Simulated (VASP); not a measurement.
As:

```
As
1.0
     2.64849    0.00000    0.00000
     0.00000    2.64849    0.00000
     0.00000    0.00000    2.64849
As
1
Cartesian
  1.3242 1.3242 1.3242
```

Base run:

| Quantity | Value |
| --- | --- |
| Program | VASP 6.6.1 |
| Functional | PBE |
| Potentials or basis | VASP PAW PBE potentials, release 64 (As) |
| Cutoff | 500 eV |
| k mesh | 10 × 10 × 10 |
| Occupations | fermi-dirac, width 0.05 eV |
| Spin | no spin polarisation |

Its results: pressure 8.9 GPa.

Q: After a change of settings the same cell gave: pressure 4.9 GPa. Which change was it?
A. functional from PBE to r2SCAN; cutoff from 500 eV to 520 eV
B. functional from PBE to r2SCAN; cutoff from 500 eV to 520 eV; further incar settings from ALGO = Normal; EDIFF = 1e-06; NBANDS = 8 to ALGO = Normal; EDIFF = 1e-07; NBANDS = 8
C. functional from PBE to LDA; potentials or basis from VASP PAW PBE potentials, release 64 (As) to VASP PAW LDA potentials, release 64 (As); cutoff from 500 eV to 520 eV
D. functional from PBE to PBEsol; cutoff from 500 eV to 520 eV

A: D.

PBEsol binds more tightly than PBE, so the same cell stands under less pressure.

Caveats: the PAW data sets were made with another functional, which shifts forces and pressure a little (some runs).
